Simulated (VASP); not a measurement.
Input of a VASP 6.6.1 run:

INCAR

```
SYSTEM = WS2
ALGO = Normal
EDIFF = 1E-6
ENCUT = 520
GGA = PE
ISIF = 2
ISMEAR = 0
IVDW = 12
LASPH = .True.
LCHARG = .False.
LREAL = .False.
LWAVE = .False.
NBANDS = 35
NELM = 80
PREC = Accurate
SIGMA = 0.02
```

Contents of KPOINTS:

```
k-points
0
Gamma
  12 12 4
  0 0 0
```

The input POSCAR:

```
WS2
1.0
    3.1542061832      0.0000000000      0.0000000000
   -1.5771030916      2.7316226834      0.0000000000
    0.0000000000      0.0000000000     12.1399091344
W S
2 4
Direct
    0.3333333333      0.6666666667      0.2500000000
    0.6666666667      0.3333333333      0.7500000000
    0.3333333333      0.6666666667      0.6202874207
    0.6666666667      0.3333333333      0.1202874207
    0.3333333333      0.6666666667      0.8797125793
    0.6666666667      0.3333333333      0.3797125793
```

Potentials or basis: VASP PAW PBE potentials, release 64 (W_sv, S).

Launch:

```console
$ cat potpaw_PBE.64/W_sv/POTCAR potpaw_PBE.64/S/POTCAR > POTCAR
$ mpirun -np 1 vasp_std > vasp.out
```

(1) What does it give for the dispersion energy per atom?

(2) Predict the band gap on the k mesh.

(3) What does it give for the pressure?

Results:

(1) -0.435 eV.

(2) 0.91 eV (least direct gap 1.83 eV).

(3) 0.0 GPa.

Caveat: spin-orbit coupling is left out, which moves the levels of the heavy elements.
